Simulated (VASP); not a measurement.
A run of VASP 6.6.1 is set up as follows.

INCAR

```
PREC = Accurate ; ENCUT = 520
EDIFF = 1E-6 ; ISMEAR = 0
SIGMA = 0.1 ; LREAL = F
LASPH = T ; NELM = 60
ALGO = Normal ; ISIF = 2
LWAVE = F ; LCHARG = F
NBANDS = 50
```

File KPOINTS:

```
regular mesh
0
Gamma
  6 6 4
```

File POSCAR:

```
Ta2N
1.0
    5.2327945305      0.0000000000      0.0000000000
   -2.6163972652      4.5317329962      0.0000000000
    0.0000000000      0.0000000000      4.8769484467
Ta N
6 3
Direct
    0.6667338212      0.6667338212      0.7528123595
    0.0000000000      0.3332661788      0.7528123595
    0.3332661788      0.0000000000      0.7528123595
    0.3332661788      0.3332661788      0.2471876405
    0.0000000000      0.6667338212      0.2471876405
    0.6667338212      0.0000000000      0.2471876405
    0.6666666667      0.3333333333      0.5000000000
    0.3333333333      0.6666666667      0.5000000000
    0.0000000000      0.0000000000      0.0000000000
```

Potentials or basis: VASP PAW LDA potentials, release 64 (Ta_pv, N).

Launch:

```console
$ cat potpaw_LDA.64/Ta_pv/POTCAR potpaw_LDA.64/N/POTCAR > POTCAR
$ mpirun -np 1 vasp_std > vasp.out
```

Problem. Estimate the largest force.

Solution. 0.028 eV/Å.

Problem. Estimate the band gap on the k mesh.

Solution. Zero (an odd number of electrons rules out a gap without spin polarisation).

Problem. Estimate the pressure.

Solution. 1.5 GPa.

Forces in eV/Å, atoms in the order of the input:
```
Ta   0.008  0.013  0.024
Ta   0.008 -0.013  0.024
Ta  -0.015  0.000  0.024
Ta  -0.008 -0.013 -0.024
Ta  -0.008  0.013 -0.024
Ta   0.015  0.000 -0.024
N    0.000  0.000  0.000
N    0.000  0.000  0.000
N    0.000  0.000  0.000
```

Caveat: spin-orbit coupling is left out, which moves the levels of the heavy elements.
